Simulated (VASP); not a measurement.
# AgCl in VASP: further runs

Runs on AgCl. Level: PBE. Tasks: electric field gradients.

All numbers are computed with VASP 6.6.1; they aren't measurements. Logs are shortened: lines on timing, memory, paths and dates and some standing lists are left out, and cuts for length are marked.

### Step 1. The cell of the first run

It takes space group Fm-3m (No. 225, cubic). Conventional cell: a = 5.655 Å, b = 5.655 Å, c = 5.655 Å, α = 90.00°, β = 90.00°, γ = 90.00°. Ag (site symmetry m-3m) has 6 Cl at 2.83 Å within 3.7 Å. Cl (site symmetry m-3m) has 6 Ag at 2.83 Å within 3.7 Å.

### Step 2. Electric field gradients, PBE (22.61 Å³/atom)

Contents of INCAR:

```
PREC     = Accurate       # precision mode
ENCUT    = 520            # plane-wave cutoff, eV
EDIFF    = 1E-8           # SCF threshold, eV
ISMEAR   = -1             # smearing method
SIGMA    = 0.02           # smearing width, eV
LREAL    = F              # projectors in reciprocal space
LASPH    = T              # aspherical terms in the spheres
NELM     = 60             # most SCF steps
ALGO     = Normal         # electronic algorithm
ISIF     = 2              # what is computed and relaxed
LWAVE    = F              # write WAVECAR
LCHARG   = F              # write CHGCAR
GGA      = PE             # functional
LEFG     = T            
NBANDS   = 16             # bands
```

Contents of KPOINTS:

```
Automatic mesh
0
Gamma
  8 8 8
```

Contents of POSCAR:

```
AgCl
1.0
    0.0000000000      2.8275392985      2.8275392985
    2.8275392985      0.0000000000      2.8275392985
    2.8275392985      2.8275392985      0.0000000000
Ag Cl
1 1
Direct
    0.5000000000      0.5000000000      0.5000000000
    0.0000000000      0.0000000000      0.0000000000
```

Potentials or basis: VASP PAW PBE potentials, release 64 (Ag, Cl).

Started as:

```sh
cat potpaw_PBE.64/Ag/POTCAR potpaw_PBE.64/Cl/POTCAR > POTCAR
mpirun -np 1 vasp_std > vasp.out
```

OUTCAR:

```text
PREC = Accurate
   ENCUT = 520
   EDIFF = 1E-8
   ISMEAR = -1
   LREAL = F
   LASPH = T
   NELM = 60
   ISIF = 2
   GGA = PE

 ion  position               nearest neighbor table
   1  0.500  0.500  0.500-   2 2.83   2 2.83   2 2.83   2 2.83   2 2.83   2 2.83
   2  0.000  0.000  0.000-   1 2.83   1 2.83   1 2.83   1 2.83   1 2.83   1 2.83

  LATTYP: Found a face centered cubic cell.
 ALAT       =     5.6550785970

  Lattice vectors:

 A1 = (   0.0000000000,   2.8275392985,   2.8275392985)
 A2 = (   2.8275392985,   0.0000000000,   2.8275392985)
 A3 = (   2.8275392985,   2.8275392985,   0.0000000000)

Analysis of symmetry for initial positions (statically):
=====================================================================
 Subroutine PRICEL returns:
 Original cell was already a primitive cell.

 Routine SETGRP: Setting up the symmetry group for a
 face centered cubic supercell.

 Subroutine GETGRP returns: Found 48 space group operations
 (whereof 48 operations were pure point group operations)
 out of a pool of 48 trial point group operations.

The static configuration has the point symmetry O_h .

Analysis of symmetry for dynamics (positions and initial velocities):
=====================================================================
 Subroutine PRICEL returns:
 Original cell was already a primitive cell.

 Routine SETGRP: Setting up the symmetry group for a
 face centered cubic supercell.

 Subroutine GETGRP returns: Found 48 space group operations
 (whereof 48 operations were pure point group operations)
 out of a pool of 48 trial point group operations.

The dynamic configuration has the point symmetry O_h .

 Subroutine INISYM returns: Found 48 space group operations
 (whereof 48 operations are pure point group operations),
 and found     1 'primitive' translations

----------------------------------------------------------------------------------------

                                     Primitive cell

  volume of cell :      45.2122

  direct lattice vectors                    reciprocal lattice vectors
     0.000000000  2.827539299  2.827539299    -0.176832202  0.176832202  0.176832202
     2.827539299  0.000000000  2.827539299     0.176832202 -0.176832202  0.176832202
     2.827539299  2.827539299  0.000000000     0.176832202  0.176832202 -0.176832202

  length of vectors
     3.998744424  3.998744424  3.998744424     0.306282358  0.306282358  0.306282358

  position of ions in fractional coordinates (direct lattice)
     0.500000000  0.500000000  0.500000000
     0.000000000  0.000000000  0.000000000

  ion indices of the primitive-cell ions
   primitive index   ion index
                 1           1
                 2           2

----------------------------------------------------------------------------------------

 KPOINTS: Automatic mesh

Automatic generation of k-mesh.
 Grid dimensions read from file:
 generate k-points for:    8    8    8

 Generating k-lattice:

  Cartesian coordinates                     Fractional coordinates (reciprocal lattice)
    -0.022104025  0.022104025  0.022104025     0.125000000  0.000000000  0.000000000
     0.022104025 -0.022104025  0.022104025     0.000000000  0.125000000  0.000000000
     0.022104025  0.022104025 -0.022104025     0.000000000  0.000000000  0.125000000

  Length of vectors
     0.038285295  0.038285295  0.038285295

  Shift w.r.t. Gamma in fractional coordinates (k-lattice)
     0.000000000  0.000000000  0.000000000

 Subroutine IBZKPT returns following result:
 ===========================================

 Found     29 irreducible k-points:

 Following reciprocal coordinates:
            Coordinates               Weight
  0.000000  0.000000  0.000000      1.000000
  0.125000  0.000000  0.000000      8.000000
  0.250000  0.000000  0.000000      8.000000
  0.375000  0.000000  0.000000      8.000000
  0.500000  0.000000  0.000000      4.000000
  0.125000  0.125000  0.000000      6.000000
[... 16 lines left out ...]
  0.500000  0.250000  0.125000     48.000000
 -0.375000  0.250000  0.125000     24.000000
 [... further k-points ...]
   k-points           NKPTS =     29   k-points in BZ     NKDIM =     29   number of bands    NBANDS=     16
   number of dos      NEDOS =    301   number of ions     NIONS =      2
   total plane-waves  NPLWV =  27000
   dimension x,y,z NGX =    30 NGY =   30 NGZ =   30
   dimension x,y,z NGXF=    60 NGYF=   60 NGZF=   60
   ions per type =               1   1
   NGX,Y,Z   is equivalent  to a cutoff of  12.47, 12.47, 12.47 a.u.
   NGXF,Y,Z  is equivalent  to a cutoff of  24.94, 24.94, 24.94 a.u.
 SYSTEM =  unknown system
   PREC   = accura    normal or accurate (medium, high low for compatibility)
   ISTART =      0    job   : 0-new  1-cont  2-samecut
   ICHARG =      2    charge: 1-file 2-atom 10-const
   ISPIN  =      1    spin polarized calculation?
   LNONCOLLINEAR =      F non collinear calculations
   LSORBIT =      F    spin-orbit coupling
   LASPH  =      T    aspherical Exc in radial PAW
   ENCUT  =  520.0 eV  38.22 Ry    6.18 a.u.   7.44  7.44  7.44*2*pi/ulx,y,z
   NELM   =     60;   NELMIN=  2; NELMDL= -5     # of ELM steps
   EDIFF  = 0.1E-07   stopping-criterion for ELM
   LREAL  =      F    real-space projection
   EDIFFG = 0.1E-06   stopping-criterion for IOM
   NSW    =      0    number of steps for IOM
   IBRION =     -1    ionic relax: 0-MD 1-quasi-New 2-CG
   NFREE  =      0    steps in history (QN), initial steepest desc. (CG)
   ISIF   =      2    stress and relaxation
   ISYM   =      2    0-nonsym 1-usesym 2-fastsym
   POTIM  = 0.5000    time-step for ionic-motion
   TEBEG  =    0.0;   TEEND  =   0.0 temperature during run
   PSTRESS=    0.0 pullay stress
   NELECT =      18.0000    total number of electrons
   NUPDOWN=      -1.0000    fix difference up-down
   EMIN   =  10.00;   EMAX   =-10.00  energy-range for DOS
   EFERMI =   0.00;   METHOD = LEGACY
   ISMEAR =    -1;   SIGMA  =   0.02  broadening in eV -4-tet -1-fermi 0-gaus
   EFERMI_NEDOS =   21; number of points for ismear=-14 and -15
   IALGO  =     38    algorithm
   IMIX   =      4    mixing-type and parameters
     AMIX     =   0.40;   BMIX     =  1.00
     AMIX_MAG =   1.60;   BMIX_MAG =  1.00
  volume/ion in A,a.u.               =      22.61       152.55
  Fermi-wavevector in a.u.,A,eV,Ry     =   1.204334  2.275862 19.734174  1.450421
  Thomas-Fermi vector in A             =   2.340062
   LORBIT       =      0    0 simple, 1 ext, 2 COOP (PROOUT), +10 PAW based schemes
   GGA     = PE    functional components
   LHFCALC =     F    Hartree Fock is set to
   AEXX    =    0.0000 exact exchange contribution
   IVDW    =     0    specifies the selected vdW correction
   LEPSILON=     F    determine dielectric tensor
   LRPA    =     F    only Hartree local field effects (RPA)
 non-spin polarized calculation
  energy-cutoff  :      520.00
  volume of cell :       45.21
 maximum number of plane-waves:      1243
 NGX is ok and might be reduce to    30
   NGX = 15   NGY = 15   NGZ = 15

 number of electron      17.9999992 magnetization

 Free energy of the ion-electron system (eV)
  ---------------------------------------------------
  ext. energy  EPLUGINS =         0.00000000
  ---------------------------------------------------
  free energy    TOTEN  =        -5.39787015 eV

  energy without entropy =       -5.39787015  energy(sigma->0) =       -5.39787015

 E-fermi :   3.5211     XC(G=0):  -9.6621

 val. band max:        3.1008098045   @ k =   0.5000   0.0000   0.0000
 cond. band min:       4.0313559106   @ k =   0.0000   0.0000   0.0000
 fundamental gap:      0.9305461061
 Fermi energy:         3.5210929877

 k-point     1 :       0.0000    0.0000    0.0000
  band No.  band energies     occupation
      1     -11.6699      2.00000
      2       0.8808      2.00000
      3       0.8808      2.00000
      4       0.8808      2.00000
      5       0.9189      2.00000
      6       0.9189      2.00000
[... 8 lines left out ...]
     15      16.0756      0.00000
     16      16.0756      0.00000
[... 419 lines left out ...]
 k-point    24 :      -0.3750    0.2500    0.1250
  band No.  band energies     occupation
      1     -11.2770      2.00000
      2      -1.2790      2.00000
      3      -0.6081      2.00000
      4      -0.5772      2.00000
      5       1.1394      2.00000
      6       1.1995      2.00000
[... 8 lines left out ...]
     15      16.4624      0.00000
     16      17.9097      0.00000

 [... further k-points ...]

------------------------ aborting loop because EDIFF is reached ----------------------------------------

  FORCE on cell =-STRESS in cart. coord.  units (eV):
  Direction    XX          YY          ZZ          XY          YZ          ZX
  --------------------------------------------------------------------------------------
  -------------------------------------------------------------------------------------
  Total       -0.2908761     -0.2908761     -0.2908761     -0.0000000      0.0000000     -0.0000000
  in kB      -10.3077203    -10.3077203    -10.3077203     -0.0000000      0.0000000     -0.0000000
  external PRESSURE =     -10.3077203 kB  Pullay stress =       0.0000000 kB

 VOLUME and BASIS-vectors are now :
 -----------------------------------------------------------------------------
  energy-cutoff  :      520.00
  volume of cell :       45.21
      direct lattice vectors                 reciprocal lattice vectors
     0.000000000  2.827539299  2.827539299    -0.176832202  0.176832202  0.176832202
     2.827539299  0.000000000  2.827539299     0.176832202 -0.176832202  0.176832202
     2.827539299  2.827539299  0.000000000     0.176832202  0.176832202 -0.176832202

 POSITION                                       TOTAL-FORCE (eV/Angst)
 -----------------------------------------------------------------------------------
      2.82754      2.82754      2.82754         0.000000      0.000000     -0.000000
      0.00000      0.00000      0.00000        -0.000000     -0.000000      0.000000
 -----------------------------------------------------------------------------------
    total drift:                                0.000000      0.000000      0.000000

  FREE ENERGIE OF THE ION-ELECTRON SYSTEM (eV)
  ---------------------------------------------------
  free  energy   TOTEN  =        -5.3978701478 eV

  energy  without entropy=       -5.3978701478  energy(sigma->0) =       -5.39787015

 Electric field gradients (V/A^2)
---------------------------------------------------------------------
 ion       V_xx      V_yy      V_zz      V_xy      V_xz      V_yz
---------------------------------------------------------------------
   1      -0.000     0.000    -0.000     0.001     0.001     0.001
   2       0.000    -0.000     0.000     0.000     0.000     0.000
---------------------------------------------------------------------

 Electric field gradients after diagonalization (V/A^2)
 (convention: |V_zz| > |V_xx| > |V_yy|)
----------------------------------------------------------------------
 ion       V_xx      V_yy      V_zz     asymmetry (V_yy - V_xx)/ V_zz
----------------------------------------------------------------------
   1      -0.001    -0.001     0.002       0.000
   2      -0.000    -0.000     0.000       0.000
----------------------------------------------------------------------

           NMR quadrupolar parameters

 Cq : quadrupolar parameter    Cq=e*Q*V_zz/h
 eta: asymmetry parameters     (V_yy - V_xx)/ V_zz
 Q  : nuclear electric quadrupole moment in mb (millibarn)
----------------------------------------------------------------------
 ion       Cq(MHz)       eta       Q (mb)
----------------------------------------------------------------------
   1       0.000       0.000       1.000
   2       0.000       0.000       1.000
----------------------------------------------------------------------
```

It took 38 s on 1 thread of Intel Xeon 8259CL, shared host; peak memory 0.18 GiB.

What came out:

```yaml
Free_energy: -5.3979 eV
Pressure: -1.0 GPa
Band_gap_on_the_k_mesh: 0.93 eV (least direct gap 3.01 eV)
Largest_electric_field_gradient_by_atom: zero within the noise of the run
```

### Step 3. Electric field gradients, PBE (22.61 Å³/atom)

Contents of INCAR:

```
SYSTEM = AgCl
PREC = Accurate
ENCUT = 520
EDIFF = 1E-8
ISMEAR = -1
SIGMA = 0.02
LREAL = .False.
LASPH = .True.
NELM = 60
ALGO = Normal
ISIF = 2
LWAVE = .False.
LCHARG = .False.
GGA = PE
LEFG = .True.
NBANDS = 16
```

Contents of KPOINTS:

```
Automatic mesh
0
Gamma
  8 8 8
  0 0 0
```

POSCAR is that of step 2.

Potentials or basis: VASP PAW PBE potentials, release 64 (Ag, Cl).

Started as:

```sh
cat potpaw_PBE.64/Ag/POTCAR potpaw_PBE.64/Cl/POTCAR > POTCAR
mpirun -np 1 vasp_std > vasp.out
```

OUTCAR:

```text
SYSTEM = AgCl
   PREC = Accurate
   ENCUT = 520
   EDIFF = 1E-8
   ISMEAR = -1
   LREAL = .False.
   LASPH = .True.
   NELM = 60
   ISIF = 2
   GGA = PE

 ion  position               nearest neighbor table
   1  0.500  0.500  0.500-   2 2.83   2 2.83   2 2.83   2 2.83   2 2.83   2 2.83
   2  0.000  0.000  0.000-   1 2.83   1 2.83   1 2.83   1 2.83   1 2.83   1 2.83

  LATTYP: Found a face centered cubic cell.
 ALAT       =     5.6550785970

  Lattice vectors:

 A1 = (   0.0000000000,   2.8275392985,   2.8275392985)
 A2 = (   2.8275392985,   0.0000000000,   2.8275392985)
 A3 = (   2.8275392985,   2.8275392985,   0.0000000000)

Analysis of symmetry for initial positions (statically):
=====================================================================
 Subroutine PRICEL returns:
 Original cell was already a primitive cell.

 Routine SETGRP: Setting up the symmetry group for a
 face centered cubic supercell.

 Subroutine GETGRP returns: Found 48 space group operations
 (whereof 48 operations were pure point group operations)
 out of a pool of 48 trial point group operations.

The static configuration has the point symmetry O_h .

Analysis of symmetry for dynamics (positions and initial velocities):
=====================================================================
 Subroutine PRICEL returns:
 Original cell was already a primitive cell.

 Routine SETGRP: Setting up the symmetry group for a
 face centered cubic supercell.

 Subroutine GETGRP returns: Found 48 space group operations
 (whereof 48 operations were pure point group operations)
 out of a pool of 48 trial point group operations.

[... 160 lines left out ...]
      4       0.8808      2.00000
      5       0.9189      2.00000
      6       0.9189      2.00000
[... 433 lines left out ...]
      3      -0.6081      2.00000
      4      -0.5772      2.00000
      5       1.1394      2.00000
      6       1.1995      2.00000
[... 8 lines left out ...]
     15      16.4624      0.00000
     16      17.9097      0.00000

 [... further k-points ...]

------------------------ aborting loop because EDIFF is reached ----------------------------------------

  FORCE on cell =-STRESS in cart. coord.  units (eV):
  Direction    XX          YY          ZZ          XY          YZ          ZX
  --------------------------------------------------------------------------------------
  -------------------------------------------------------------------------------------
  Total       -0.2908761     -0.2908761     -0.2908761     -0.0000000      0.0000000     -0.0000000
  in kB      -10.3077203    -10.3077203    -10.3077203     -0.0000000      0.0000000     -0.0000000
  external PRESSURE =     -10.3077203 kB  Pullay stress =       0.0000000 kB

 VOLUME and BASIS-vectors are now :
 -----------------------------------------------------------------------------
  energy-cutoff  :      520.00
  volume of cell :       45.21
      direct lattice vectors                 reciprocal lattice vectors
     0.000000000  2.827539299  2.827539299    -0.176832202  0.176832202  0.176832202
     2.827539299  0.000000000  2.827539299     0.176832202 -0.176832202  0.176832202
     2.827539299  2.827539299  0.000000000     0.176832202  0.176832202 -0.176832202

 POSITION                                       TOTAL-FORCE (eV/Angst)
 -----------------------------------------------------------------------------------
      2.82754      2.82754      2.82754         0.000000      0.000000     -0.000000
      0.00000      0.00000      0.00000        -0.000000     -0.000000      0.000000
 -----------------------------------------------------------------------------------
    total drift:                                0.000000      0.000000      0.000000

  FREE ENERGIE OF THE ION-ELECTRON SYSTEM (eV)
  ---------------------------------------------------
  free  energy   TOTEN  =        -5.3978701478 eV

  energy  without entropy=       -5.3978701478  energy(sigma->0) =       -5.39787015

 Electric field gradients (V/A^2)
---------------------------------------------------------------------
 ion       V_xx      V_yy      V_zz      V_xy      V_xz      V_yz
---------------------------------------------------------------------
   1      -0.000     0.000    -0.000     0.001     0.001     0.001
   2       0.000    -0.000     0.000     0.000     0.000     0.000
---------------------------------------------------------------------

 Electric field gradients after diagonalization (V/A^2)
 (convention: |V_zz| > |V_xx| > |V_yy|)
----------------------------------------------------------------------
 ion       V_xx      V_yy      V_zz     asymmetry (V_yy - V_xx)/ V_zz
----------------------------------------------------------------------
   1      -0.001    -0.001     0.002       0.000
   2      -0.000    -0.000     0.000       0.000
----------------------------------------------------------------------

           NMR quadrupolar parameters

 Cq : quadrupolar parameter    Cq=e*Q*V_zz/h
 eta: asymmetry parameters     (V_yy - V_xx)/ V_zz
 Q  : nuclear electric quadrupole moment in mb (millibarn)
----------------------------------------------------------------------
 ion       Cq(MHz)       eta       Q (mb)
----------------------------------------------------------------------
   1       0.000       0.000       1.000
   2       0.000       0.000       1.000
----------------------------------------------------------------------
```

OSZICAR:

```text
N       E                     dE             d eps       ncg     rms          rms(c)
DAV:   1     0.883271618826E+02    0.88327E+02   -0.84180E+03   928   0.100E+03
DAV:   2    -0.282856849995E+01   -0.91156E+02   -0.84324E+02  1168   0.210E+02
DAV:   3    -0.558064930784E+01   -0.27521E+01   -0.27463E+01  1152   0.375E+01
DAV:   4    -0.559452444557E+01   -0.13875E-01   -0.13873E-01  1184   0.304E+00
DAV:   5    -0.559468836101E+01   -0.16392E-03   -0.16391E-03  1136   0.333E-01    0.524E+00
DAV:   6    -0.540254533847E+01    0.19214E+00   -0.26245E-01  1176   0.644E+00    0.343E+00
DAV:   7    -0.539833795775E+01    0.42074E-02   -0.95063E-02  1112   0.207E+00    0.184E+00
DAV:   8    -0.539770185863E+01    0.63610E-03   -0.51644E-03  1072   0.726E-01    0.286E-01
DAV:   9    -0.539778450848E+01   -0.82650E-04   -0.49297E-04  1136   0.294E-01    0.468E-02
DAV:  10    -0.539786533236E+01   -0.80824E-04   -0.12910E-04  1096   0.973E-02    0.355E-02
DAV:  11    -0.539787019154E+01   -0.48592E-05   -0.50615E-06  1208   0.157E-02    0.381E-03
DAV:  12    -0.539787012452E+01    0.67024E-07   -0.16136E-07  1064   0.421E-03    0.329E-03
DAV:  13    -0.539787016662E+01   -0.42104E-07   -0.16243E-07  1120   0.319E-03    0.858E-04
DAV:  14    -0.539787014411E+01    0.22519E-07   -0.93547E-09   944   0.700E-04    0.239E-04
DAV:  15    -0.539787014784E+01   -0.37360E-08   -0.87268E-10   608   0.232E-04
   1 F= -.53978701E+01 E0= -.53978701E+01  d E =-.174748E-10
```

It took 39 s on 1 thread of Intel Xeon 8259CL, shared host; peak memory 0.18 GiB.

What came out:

- Free energy: -5.3979 eV
- Pressure: -1.0 GPa
- Band gap on the k mesh: 0.93 eV (least direct gap 3.01 eV)
- Largest electric field gradient by atom: zero within the noise of the run

[end of part 1 of 2]
